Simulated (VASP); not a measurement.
# RbBr (Fm-3m) in VASP: notebook

The runs below take RbBr through single point, with PBE, r2SCAN.

Program: VASP 6.6.1. These are calculated values, not measurements. Logs are shortened: lines on timing, memory, paths and dates and some standing lists are left out, and cuts for length are marked.

**1. The cell of the first run**

Symmetry: Fm-3m, No. 225, cubic system. The conventional cell has a = 6.922 Å, b = 6.922 Å, c = 6.922 Å, α = 90.00°, β = 90.00°, γ = 90.00°. Within 4.5 Å of Rb (site symmetry m-3m) lie 6 Br at 3.46 Å. Br (site symmetry m-3m) has 6 Rb at 3.46 Å within 4.5 Å.

**2. Single point, PBE**

The input, INCAR:

```
SYSTEM = RbBr
  ALGO = Normal
  EDIFF = 1E-6
  ENCUT = 520
  GGA = PE
  ISIF = 2
  ISMEAR = 0
  LASPH = .TRUE.
  LCHARG = .FALSE.
  LREAL = .FALSE.
  LWAVE = .FALSE.
  NBANDS = 15
  NELM = 80
  PREC = Accurate
  SIGMA = 0.01
```

The input, KPOINTS:

```
k-points
0
G
  6 6 6
  0 0 0
```

The input, POSCAR:

```
RbBr
1.0
    0.0000000000      3.4608261073      3.4608261073
    3.4608261073      0.0000000000      3.4608261073
    3.4608261073      3.4608261073      0.0000000000
Rb Br
1 1
Direct
    0.0000000000      0.0000000000      0.0000000000
    0.5000000000      0.5000000000      0.5000000000
```

Potentials or basis: VASP PAW PBE potentials, release 64 (Rb_sv, Br).

Run with:

```console
> cat potpaw_PBE.64/Rb_sv/POTCAR potpaw_PBE.64/Br/POTCAR > POTCAR
> mpirun -np 1 vasp_std > vasp.out
```

OUTCAR:

```text
SYSTEM = RbBr
   EDIFF = 1E-6
   ENCUT = 520
   GGA = PE
   ISIF = 2
   ISMEAR = 0
   LASPH = .TRUE.
   LREAL = .FALSE.
   NELM = 80
   PREC = Accurate

 ion  position               nearest neighbor table
   1  0.000  0.000  0.000-   2 3.46   2 3.46   2 3.46   2 3.46   2 3.46   2 3.46
   2  0.500  0.500  0.500-   1 3.46   1 3.46   1 3.46   1 3.46   1 3.46   1 3.46

  LATTYP: Found a face centered cubic cell.
 ALAT       =     6.9216522146

  Lattice vectors:

 A1 = (   0.0000000000,   3.4608261073,   3.4608261073)
 A2 = (   3.4608261073,   0.0000000000,   3.4608261073)
 A3 = (   3.4608261073,   3.4608261073,   0.0000000000)

Analysis of symmetry for initial positions (statically):
=====================================================================
 Subroutine PRICEL returns:
 Original cell was already a primitive cell.

 Routine SETGRP: Setting up the symmetry group for a
 face centered cubic supercell.

 Subroutine GETGRP returns: Found 48 space group operations
 (whereof 48 operations were pure point group operations)
 out of a pool of 48 trial point group operations.

The static configuration has the point symmetry O_h .

Analysis of symmetry for dynamics (positions and initial velocities):
=====================================================================
 Subroutine PRICEL returns:
 Original cell was already a primitive cell.

 Routine SETGRP: Setting up the symmetry group for a
 face centered cubic supercell.

 Subroutine GETGRP returns: Found 48 space group operations
 (whereof 48 operations were pure point group operations)
 out of a pool of 48 trial point group operations.

The dynamic configuration has the point symmetry O_h .

 Subroutine INISYM returns: Found 48 space group operations
 (whereof 48 operations are pure point group operations),
 and found     1 'primitive' translations

----------------------------------------------------------------------------------------

                                     Primitive cell

  volume of cell :      82.9028

  direct lattice vectors                    reciprocal lattice vectors
     0.000000000  3.460826107  3.460826107    -0.144474176  0.144474176  0.144474176
     3.460826107  0.000000000  3.460826107     0.144474176 -0.144474176  0.144474176
     3.460826107  3.460826107  0.000000000     0.144474176  0.144474176 -0.144474176

  length of vectors
     4.894347218  4.894347218  4.894347218     0.250236613  0.250236613  0.250236613

  position of ions in fractional coordinates (direct lattice)
     0.000000000  0.000000000  0.000000000
     0.500000000  0.500000000  0.500000000

  ion indices of the primitive-cell ions
   primitive index   ion index
                 1           1
                 2           2

----------------------------------------------------------------------------------------

 KPOINTS: k-points

Automatic generation of k-mesh.
 Grid dimensions read from file:
 generate k-points for:    6    6    6

 Generating k-lattice:

  Cartesian coordinates                     Fractional coordinates (reciprocal lattice)
    -0.024079029  0.024079029  0.024079029     0.166666667  0.000000000  0.000000000
     0.024079029 -0.024079029  0.024079029     0.000000000  0.166666667  0.000000000
     0.024079029  0.024079029 -0.024079029     0.000000000  0.000000000  0.166666667

  Length of vectors
     0.041706102  0.041706102  0.041706102

  Shift w.r.t. Gamma in fractional coordinates (k-lattice)
     0.000000000  0.000000000  0.000000000

 Subroutine IBZKPT returns following result:
 ===========================================

 Found     16 irreducible k-points:

 Following reciprocal coordinates:
            Coordinates               Weight
  0.000000  0.000000  0.000000      1.000000
  0.166667  0.000000  0.000000      8.000000
  0.333333  0.000000  0.000000      8.000000
  0.500000  0.000000  0.000000      4.000000
  0.166667  0.166667  0.000000      6.000000
  0.333333  0.166667  0.000000     24.000000
[... 8 lines left out ...]
 -0.333333  0.333333  0.166667     24.000000
 -0.333333  0.500000  0.166667     12.000000
   k-points           NKPTS =     16   k-points in BZ     NKDIM =     16   number of bands    NBANDS=     15
   number of dos      NEDOS =    301   number of ions     NIONS =      2
   total plane-waves  NPLWV =  46656
   dimension x,y,z NGX =    36 NGY =   36 NGZ =   36
   dimension x,y,z NGXF=    72 NGYF=   72 NGZF=   72
   ions per type =               1   1
   NGX,Y,Z   is equivalent  to a cutoff of  12.23, 12.23, 12.23 a.u.
   NGXF,Y,Z  is equivalent  to a cutoff of  24.46, 24.46, 24.46 a.u.
 SYSTEM =  RbBr
   PREC   = accura    normal or accurate (medium, high low for compatibility)
   ISTART =      0    job   : 0-new  1-cont  2-samecut
   ICHARG =      2    charge: 1-file 2-atom 10-const
   ISPIN  =      1    spin polarized calculation?
   LNONCOLLINEAR =      F non collinear calculations
   LSORBIT =      F    spin-orbit coupling
   LASPH  =      T    aspherical Exc in radial PAW
   ENCUT  =  520.0 eV  38.22 Ry    6.18 a.u.   9.10  9.10  9.10*2*pi/ulx,y,z
   NELM   =     80;   NELMIN=  2; NELMDL= -5     # of ELM steps
   EDIFF  = 0.1E-05   stopping-criterion for ELM
   LREAL  =      F    real-space projection
   EDIFFG = 0.1E-04   stopping-criterion for IOM
   NSW    =      0    number of steps for IOM
   IBRION =     -1    ionic relax: 0-MD 1-quasi-New 2-CG
   NFREE  =      0    steps in history (QN), initial steepest desc. (CG)
   ISIF   =      2    stress and relaxation
   ISYM   =      2    0-nonsym 1-usesym 2-fastsym
   POTIM  = 0.5000    time-step for ionic-motion
   TEBEG  =    0.0;   TEEND  =   0.0 temperature during run
   PSTRESS=    0.0 pullay stress
   NELECT =      16.0000    total number of electrons
   NUPDOWN=      -1.0000    fix difference up-down
   EMIN   =  10.00;   EMAX   =-10.00  energy-range for DOS
   EFERMI =   0.00;   METHOD = LEGACY
   ISMEAR =     0;   SIGMA  =   0.01  broadening in eV -4-tet -1-fermi 0-gaus
   EFERMI_NEDOS =   21; number of points for ismear=-14 and -15
   IALGO  =     38    algorithm
   IMIX   =      4    mixing-type and parameters
     AMIX     =   0.40;   BMIX     =  1.00
     AMIX_MAG =   1.60;   BMIX_MAG =  1.00
  volume/ion in A,a.u.               =      41.45       279.73
  Fermi-wavevector in a.u.,A,eV,Ry     =   0.946074  1.787820 12.177973  0.895056
  Thomas-Fermi vector in A             =   2.074037
   LORBIT       =      0    0 simple, 1 ext, 2 COOP (PROOUT), +10 PAW based schemes
   GGA     = PE    functional components
   LHFCALC =     F    Hartree Fock is set to
   AEXX    =    0.0000 exact exchange contribution
   IVDW    =     0    specifies the selected vdW correction
   LEPSILON=     F    determine dielectric tensor
   LRPA    =     F    only Hartree local field effects (RPA)
 non-spin polarized calculation
 Gauss-broadening in eV      SIGMA  =   0.01
  energy-cutoff  :      520.00
  volume of cell :       82.90
 maximum number of plane-waves:      2252
   NGX = 19   NGY = 19   NGZ = 19

 number of electron      15.9999997 magnetization

 Free energy of the ion-electron system (eV)
  ---------------------------------------------------
  ext. energy  EPLUGINS =         0.00000000
  ---------------------------------------------------
  free energy    TOTEN  =        -6.10928895 eV

  energy without entropy =       -6.10928895  energy(sigma->0) =       -6.10928895

 E-fermi :  -1.7036     XC(G=0):  -7.1177

 val. band max:       -1.8613561742   @ k =   0.0000   0.0000   0.0000
 cond. band min:       2.4269691488   @ k =   0.0000   0.0000   0.0000
 fundamental gap:      4.2883253230
 Fermi energy:        -1.7035561509

 k-point     1 :       0.0000    0.0000    0.0000
  band No.  band energies     occupation
      1     -26.3383      2.00000
      2     -14.0136      2.00000
      3     -10.4127      2.00000
      4     -10.4127      2.00000
      5     -10.4127      2.00000
      6      -1.8614      2.00000
      7      -1.8614      2.00000
      8      -1.8614      2.00000
      9       2.4270      0.00000
     10       5.4087      0.00000
     11       5.4087      0.00000
     12       5.4087      0.00000
     13       6.2767      0.00000
     14       6.2767      0.00000
     15       9.0608      0.00000

 k-point     2 :       0.1667    0.0000    0.0000
  band No.  band energies     occupation
      1     -26.3363      2.00000
      2     -14.0227      2.00000
      3     -10.4145      2.00000
      4     -10.4145      2.00000
      5     -10.4026      2.00000
      6      -2.1496      2.00000
      7      -1.9491      2.00000
      8      -1.9491      2.00000
      9       3.0474      0.00000
     10       5.2721      0.00000
     11       5.7276      0.00000
     12       5.7276      0.00000
     13       6.6644      0.00000
     14       6.6644      0.00000
     15      10.0280      0.00000

 k-point     3 :       0.3333    0.0000    0.0000
  band No.  band energies     occupation
      1     -26.3323      2.00000
      2     -14.0406      2.00000
      3     -10.4182      2.00000
      4     -10.4182      2.00000
      5     -10.3828      2.00000
      6      -2.6082      2.00000
      7      -2.1138      2.00000
      8      -2.1138      2.00000
      9       4.2841      0.00000
     10       5.3880      0.00000
     11       6.6144      0.00000
     12       6.6144      0.00000
     13       7.6352      0.00000
     14       7.6352      0.00000
     15       9.5482      0.00000
[... 199 lines left out ...]
 k-point    15 :      -0.3333    0.3333    0.1667
  band No.  band energies     occupation
      1     -26.3285      2.00000
      2     -14.0039      2.00000
      3     -10.4998      2.00000
      4     -10.4926      2.00000
      5     -10.3979      2.00000
      6      -2.4738      2.00000
      7      -2.2000      2.00000
      8      -2.1733      2.00000
      9       5.1255      0.00000
     10       5.3403      0.00000
     11       6.5610      0.00000
     12       6.8274      0.00000
     13       8.2406      0.00000
     14       8.9127      0.00000
     15       8.9533      0.00000

 k-point    16 :      -0.3333    0.5000    0.1667
  band No.  band energies     occupation
      1     -26.3280      2.00000
      2     -13.9821      2.00000
      3     -10.5501      2.00000
      4     -10.5012      2.00000
      5     -10.4174      2.00000
      6      -2.2707      2.00000
      7      -2.2520      2.00000
      8      -2.1195      2.00000
      9       4.4494      0.00000
     10       5.8805      0.00000
     11       6.0516      0.00000
     12       6.9632      0.00000
     13       8.0266      0.00000
     14       8.8829      0.00000
     15       9.3262      0.00000

------------------------ aborting loop because EDIFF is reached ----------------------------------------

  FORCE on cell =-STRESS in cart. coord.  units (eV):
  Direction    XX          YY          ZZ          XY          YZ          ZX
  --------------------------------------------------------------------------------------
  -------------------------------------------------------------------------------------
  Total        0.2917655      0.2917655      0.2917655      0.0000000      0.0000000     -0.0000000
  in kB        5.6386505      5.6386505      5.6386505      0.0000000      0.0000000     -0.0000000
  external PRESSURE =       5.6386505 kB  Pullay stress =       0.0000000 kB

 VOLUME and BASIS-vectors are now :
 -----------------------------------------------------------------------------
  energy-cutoff  :      520.00
  volume of cell :       82.90
      direct lattice vectors                 reciprocal lattice vectors
     0.000000000  3.460826107  3.460826107    -0.144474176  0.144474176  0.144474176
     3.460826107  0.000000000  3.460826107     0.144474176 -0.144474176  0.144474176
     3.460826107  3.460826107  0.000000000     0.144474176  0.144474176 -0.144474176

 POSITION                                       TOTAL-FORCE (eV/Angst)
 -----------------------------------------------------------------------------------
      0.00000      0.00000      0.00000         0.000000      0.000000      0.000000
      3.46083      3.46083      3.46083        -0.000000     -0.000000     -0.000000
 -----------------------------------------------------------------------------------
    total drift:                                0.000000      0.000000      0.000000

  FREE ENERGIE OF THE ION-ELECTRON SYSTEM (eV)
  ---------------------------------------------------
  free  energy   TOTEN  =        -6.1092889453 eV

  energy  without entropy=       -6.1092889453  energy(sigma->0) =       -6.10928895
```

Wall time 23 s (1 thread of Intel Xeon 8259CL, shared host); peak memory 0.21 GiB.

Results:

| Item | Value |
| --- | --- |
| Free energy | -6.1093 eV |
| Pressure | 0.6 GPa |
| Band gap on the k mesh | 4.29 eV |

**3. Single point, PBE**

The input, INCAR:

```
ALGO = Normal ; EDIFF = 1E-7
ENCUT = 520 ; GGA = PE
ISIF = 2 ; ISMEAR = 0
LASPH = True ; LCHARG = True
LELF = True ; LREAL = False
LVHAR = True ; LWAVE = False
NBANDS = 15 ; NELM = 80
PREC = Accurate ; SIGMA = 0.01
```

The input, KPOINTS:

```
k-points
0
Gamma
  6 6 6
```

POSCAR is that of step 2.

Potentials or basis: VASP PAW PBE potentials, release 64 (Rb_sv, Br).

Run with:

```console
> cat potpaw_PBE.64/Rb_sv/POTCAR potpaw_PBE.64/Br/POTCAR > POTCAR
> mpirun -np 1 vasp_std > vasp.out
```

It took 29 s on 1 thread of Intel Xeon 8259CL, shared host; peak memory 0.21 GiB.

It converged, with:

```yaml
Free_energy: -6.1093 eV
Pressure: 0.6 GPa
Band_gap_on_the_k_mesh: 4.29 eV
```

Levels at points of the mesh, in eV from the valence-band top:
| k point | band 4 | band 5 | band 6 | band 7 | band 8 | band 9 | band 10 | band 11 | band 12 | band 13 |
| --- | --- | --- | --- | --- | --- | --- | --- | --- | --- | --- |
| (0.00, 0.00, 0.00) | -8.55 | -8.55 | 0.00 | 0.00 | 0.00 | 4.29 | 7.27 | 7.27 | 7.27 | 8.14 |
| (0.50, 0.00, 0.00) | -8.56 | -8.51 | -0.94 | -0.33 | -0.33 | 6.74 | 7.61 | 9.40 | 9.40 | 10.07 |
| (0.50, 0.50, 0.00) | -8.62 | -8.62 | -0.47 | -0.16 | -0.16 | 5.64 | 7.02 | 9.05 | 9.15 | 9.32 |

**4. Single point, r2SCAN**

POSCAR is that of step 3.

The input, INCAR.step1:

```
PREC = Accurate ; ENCUT = 520
ISMEAR = 0 ; SIGMA = 0.01
LREAL = False ; LASPH = True
NELM = 100 ; NBANDS = 15
GGA = PE ; ALGO = Normal
EDIFF = 1E-4 ; LWAVE = True
LCHARG = False
```

The input, INCAR.step2:

```
PREC = Accurate ; ENCUT = 520
EDIFF = 1E-6 ; ISMEAR = 0
SIGMA = 0.01 ; LREAL = False
LASPH = True ; NELM = 100
ALGO = Normal ; ISIF = 2
LWAVE = False ; LCHARG = False
METAGGA = R2SCAN ; LMIXTAU = True
NBANDS = 15 ; ISTART = 1
```

The input, KPOINTS:

```
regular mesh
0
Gamma
  6 6 6
```

Run with:

```console
> cat potpaw_PBE.64/Rb_sv/POTCAR potpaw_PBE.64/Br/POTCAR > POTCAR
> cp INCAR.step1 INCAR
> mpirun -np 1 vasp_std > vasp.out
> cp INCAR.step2 INCAR
> mpirun -np 1 vasp_std > vasp.out
```

Wall time 1.8 min (1 thread of Intel Xeon 8259CL, shared host); peak memory 0.22 GiB.

Results (log left out):

| Property | Result |
| --- | --- |
| Free energy | -31.1557 eV |
| Pressure | 0.0 GPa |
| Band gap on the k mesh | 4.89 eV |

Levels at points of the mesh, in eV from the valence-band top:
```csv
k point,band 5,band 6,band 7,band 8,band 9,band 10,band 11,band 12
"(0.00, 0.00, 0.00)",-8.75,0.00,0.00,0.00,4.89,7.87,7.87,7.87
"(0.50, 0.00, 0.00)",-8.70,-0.92,-0.32,-0.32,7.22,8.17,10.14,10.14
"(0.50, 0.50, 0.00)",-8.81,-0.47,-0.16,-0.16,6.09,7.84,9.57,10.00
```

Caveat: the PAW data sets were made with another functional, which shifts forces and pressure a little.
